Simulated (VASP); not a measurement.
# CsI (Pm-3m) in VASP: a series of runs, part 2 of 2

VASP 6.6.1. Earlier steps stand in the parts before.

## 3. Relaxation of cell and atoms, r2SCAN

This run uses another cell than the first one, of 45.14 Å³/atom.

Input file POSCAR:

```
CsI
1.0
    4.4861727338      0.0000000000      0.0000000000
    0.0000000000      4.4861727338      0.0000000000
    0.0000000000      0.0000000000      4.4861727338
Cs I
1 1
Direct
    0.0000000000      0.0000000000      0.0000000000
    0.5000000000      0.5000000000      0.5000000000
```

Input file INCAR.step1:

```
ALGO     = Normal         # electronic algorithm
EDIFF    = 1E-5           # SCF threshold, eV
EDIFFG   = -0.005         # ionic threshold
ENCUT    = 550            # plane-wave cutoff, eV
GGA      = PE             # functional
GGA_COMPAT= False        
IBRION   = 2              # ionic algorithm
ISIF     = 3              # what is computed and relaxed
ISMEAR   = 0              # smearing method
LASPH    = True           # aspherical terms in the spheres
LCHARG   = False          # write CHGCAR
LREAL    = False          # projectors in reciprocal space
LWAVE    = True           # write WAVECAR
NELM     = 120            # most SCF steps
NELMIN   = 4            
NSW      = 100            # ionic steps
PREC     = Accurate       # precision mode
SIGMA    = 0.02           # smearing width, eV
```

Input file INCAR.step2:

```
ALGO     = Normal         # electronic algorithm
EDIFF    = 1E-7           # SCF threshold, eV
EDIFFG   = -0.01          # ionic threshold
ENCUT    = 550            # plane-wave cutoff, eV
GGA_COMPAT= False        
IBRION   = 2              # ionic algorithm
ISIF     = 3              # what is computed and relaxed
ISMEAR   = 0              # smearing method
ISTART   = 1            
LASPH    = True           # aspherical terms in the spheres
LCHARG   = False          # write CHGCAR
LMIXTAU  = True         
LREAL    = False          # projectors in reciprocal space
LWAVE    = False          # write WAVECAR
METAGGA  = R2SCAN         # meta-GGA
NELM     = 120            # most SCF steps
NELMIN   = 4            
NSW      = 80             # ionic steps
PREC     = Accurate       # precision mode
SIGMA    = 0.02           # smearing width, eV
```

Input file KPOINTS:

```
k-points
0
Gamma
  6 6 6
```

Potentials or basis: VASP PAW PBE potentials, release 64 (Cs_sv, I).

Command:

```
$ cat potpaw_PBE.64/Cs_sv/POTCAR potpaw_PBE.64/I/POTCAR > POTCAR
$ cp INCAR.step1 INCAR
$ mpirun -np 1 vasp_std > vasp.out
$ cp INCAR.step2 INCAR
$ mpirun -np 1 vasp_std > vasp.out
```

OUTCAR:

```text
EDIFF = 1E-7
   EDIFFG = -0.01
   ENCUT = 550
   IBRION = 2
   ISIF = 3
   ISMEAR = 0
   ISTART = 1
   LASPH = True
   LREAL = False
   METAGGA = R2SCAN
   NELM = 120
   NELMIN = 4
   NSW = 80
   PREC = Accurate

 ion  position               nearest neighbor table
   1  0.000  0.000  0.000-
   2  0.500  0.500  0.500-

  LATTYP: Found a simple cubic cell.
 ALAT       =     4.4861727338

  Lattice vectors:

 A1 = (   4.4861727338,   0.0000000000,   0.0000000000)
 A2 = (   0.0000000000,   4.4861727338,   0.0000000000)
 A3 = (   0.0000000000,   0.0000000000,   4.4861727338)

Analysis of symmetry for initial positions (statically):
=====================================================================
 Subroutine PRICEL returns:
 Original cell was already a primitive cell.

 Routine SETGRP: Setting up the symmetry group for a
 simple cubic supercell.

 Subroutine GETGRP returns: Found 48 space group operations
 (whereof 48 operations were pure point group operations)
 out of a pool of 48 trial point group operations.

The static configuration has the point symmetry O_h .

Analysis of symmetry for dynamics (positions and initial velocities):
=====================================================================
 Subroutine PRICEL returns:
 Original cell was already a primitive cell.

 Routine SETGRP: Setting up the symmetry group for a
 simple cubic supercell.

 Subroutine GETGRP returns: Found 48 space group operations
 (whereof 48 operations were pure point group operations)
 out of a pool of 48 trial point group operations.

The dynamic configuration has the point symmetry O_h .

 Subroutine INISYM returns: Found 48 space group operations
 (whereof 48 operations are pure point group operations),
 and found     1 'primitive' translations

----------------------------------------------------------------------------------------

[... 99 lines left out ...]
   NUPDOWN=      -1.0000    fix difference up-down
   EMIN   =  10.00;   EMAX   =-10.00  energy-range for DOS
   EFERMI =   0.00;   METHOD = LEGACY
   ISMEAR =     0;   SIGMA  =   0.02  broadening in eV -4-tet -1-fermi 0-gaus
   EFERMI_NEDOS =   21; number of points for ismear=-14 and -15
   IALGO  =     38    algorithm
   IMIX   =      4    mixing-type and parameters
     AMIX     =   0.40;   BMIX     =  1.00
     AMIX_MAG =   1.60;   BMIX_MAG =  1.00
  volume/ion in A,a.u.               =      45.14       304.65
  Fermi-wavevector in a.u.,A,eV,Ry     =   0.919543  1.737685 11.504540  0.845560
  Thomas-Fermi vector in A             =   2.044749
   LORBIT       =      0    0 simple, 1 ext, 2 COOP (PROOUT), +10 PAW based schemes
   METAGGA = R2SCAN    functional components
   LHFCALC =     F    Hartree Fock is set to
   AEXX    =    0.0000 exact exchange contribution
   IVDW    =     0    specifies the selected vdW correction
   LEPSILON=     F    determine dielectric tensor
   LRPA    =     F    only Hartree local field effects (RPA)
 conjugate gradient relaxation of ions
 non-spin polarized calculation
 Gauss-broadening in eV      SIGMA  =   0.02
  energy-cutoff  :      550.00
  volume of cell :       90.29
 maximum number of plane-waves:      2680
 NGX is ok and might be reduce to    36
   NGX = 17   NGY = 17   NGZ = 17

--------------------------------------- Ionic step        1  -------------------------------------------

 number of electron      15.9999998 magnetization

 Free energy of the ion-electron system (eV)
  ---------------------------------------------------
  ext. energy  EPLUGINS =         0.00000000
  ---------------------------------------------------
  free energy    TOTEN  =       -53.09582399 eV

  energy without entropy =      -53.09582399  energy(sigma->0) =      -53.09582399

------------------------ aborting loop because EDIFF is reached ----------------------------------------

  FORCE on cell =-STRESS in cart. coord.  units (eV):
  Direction    XX          YY          ZZ          XY          YZ          ZX
  --------------------------------------------------------------------------------------
  -------------------------------------------------------------------------------------
  Total        0.7262905      0.7262905      0.7262905      0.0000000      0.0000000     -0.0000000
  in kB       12.8882212     12.8882212     12.8882212      0.0000000      0.0000000     -0.0000000
  external PRESSURE =      12.8882212 kB  Pullay stress =       0.0000000 kB
[... 59 lines left out ...]
--------------------------------------- Ionic step        3  -------------------------------------------

 number of electron      16.0000002 magnetization

 Free energy of the ion-electron system (eV)
  ---------------------------------------------------
  ext. energy  EPLUGINS =         0.00000000
  ---------------------------------------------------
  free energy    TOTEN  =       -53.12518138 eV

  energy without entropy =      -53.12518138  energy(sigma->0) =      -53.12518138

 E-fermi :   0.4808     XC(G=0):  -7.9747

 val. band max:        0.3177814602   @ k =   0.5000   0.5000   0.0000
 cond. band min:       4.7960565540   @ k =   0.0000   0.0000   0.0000
 fundamental gap:      4.4782750938
 Fermi energy:         0.4808276355

 k-point     1 :       0.0000    0.0000    0.0000
  band No.  band energies     occupation
      1     -20.6857      2.00000
      2     -10.5975      2.00000
      3      -7.0178      2.00000
      4      -7.0178      2.00000
      5      -7.0178      2.00000
      6       0.2249      2.00000
      7       0.2249      2.00000
      8       0.2249      2.00000
      9       4.7961      0.00000
     10       4.9773      0.00000
     11       4.9773      0.00000
     12       8.6506      0.00000
[... 312 lines left out ...]
  FREE ENERGIE OF THE ION-ELECTRON SYSTEM (eV)
  ---------------------------------------------------
  free  energy   TOTEN  =       -53.1251813812 eV

  energy  without entropy=      -53.1251813812  energy(sigma->0) =      -53.12518138

 reached required accuracy - stopping structural energy minimisation
```

OUTCAR.step1:

```text
EDIFF = 1E-5
   EDIFFG = -0.005
   ENCUT = 550
   GGA = PE
   IBRION = 2
   ISIF = 3
   ISMEAR = 0
   LASPH = True
   LREAL = False
   NELM = 120
   NELMIN = 4
   NSW = 100
   PREC = Accurate

[... 311 lines left out ...]
      1     -20.0589      2.00000
      2     -10.1321      2.00000
      3      -6.7680      2.00000
      4      -6.7680      2.00000
      5      -6.7680      2.00000
      6       0.3284      2.00000
      7       0.3284      2.00000
      8       0.3284      2.00000
      9       4.0906      0.00000
     10       4.6983      0.00000
     11       4.6983      0.00000
     12       8.0352      0.00000
[... 312 lines left out ...]
  FREE ENERGIE OF THE ION-ELECTRON SYSTEM (eV)
  ---------------------------------------------------
  free  energy   TOTEN  =        -5.4421136168 eV

  energy  without entropy=       -5.4421136168  energy(sigma->0) =       -5.44211362

 reached required accuracy - stopping structural energy minimisation
```

It took 6.8 min on 1 thread of Intel Xeon 8259CL, shared host; peak memory 0.25 GiB.

What came out:

```yaml
Free_energy: -53.1252 eV
Relaxed_volume: 49.21 Å³/atom
Relaxed_cell: a = 4.617 Å, b = 4.617 Å, c = 4.617 Å, α = 90.00°, β = 90.00°, γ = 90.00°
Space_group_after_relaxing_to_0.1_Å: Pm-3m (No. 221)
Energy_gained_by_relaxing: 14.7 meV/atom
Ionic_steps: 3
Pressure_after_relaxing: 0.0 GPa
Band_gap_on_the_k_mesh: 4.48 eV (least direct gap 4.57 eV)
```

The path:
| step | energy change (eV) | largest force (eV/Å) | pressure (GPa) | volume (Å³) |
| --- | --- | --- | --- | --- |
| 1 | 0.0000 | 0.0000 | 1.29 | 90.29 |
| 2 | -0.0253 | 0.0000 | 0.43 | 95.12 |
| 3 | -0.0294 | 0.0000 | -0.02 | 98.43 |

Final structure:
```
Cs I
1.0
     4.61712    0.00000    0.00000
     0.00000    4.61712    0.00000
     0.00000    0.00000    4.61712
Cs I
1 1
Direct
  0.00000 0.00000 0.00000
  0.50000 0.50000 0.50000
```

Levels at points of the mesh, in eV from the valence-band top:
| k point | band 5 | band 6 | band 7 | band 8 | band 9 | band 10 | band 11 | band 12 |
| --- | --- | --- | --- | --- | --- | --- | --- | --- |
| (0.00, 0.00, 0.00) | -7.34 | -0.09 | -0.09 | -0.09 | 4.48 | 4.66 | 4.66 | 8.33 |
| (0.50, 0.00, 0.00) | -7.28 | -1.48 | -0.22 | -0.22 | 5.67 | 7.00 | 7.20 | 7.37 |
| (0.50, 0.50, 0.00) | -7.24 | -0.85 | -0.85 | 0.00 | 4.76 | 5.50 | 6.66 | 6.66 |
| (0.50, 0.50, 0.50) | -7.57 | -1.24 | -1.24 | -1.24 | 7.64 | 7.64 | 7.64 | 8.38 |

Caveat: the PAW data sets were made with another functional, which shifts forces and pressure a little; spin-orbit coupling is left out, which moves the levels of the heavy elements.
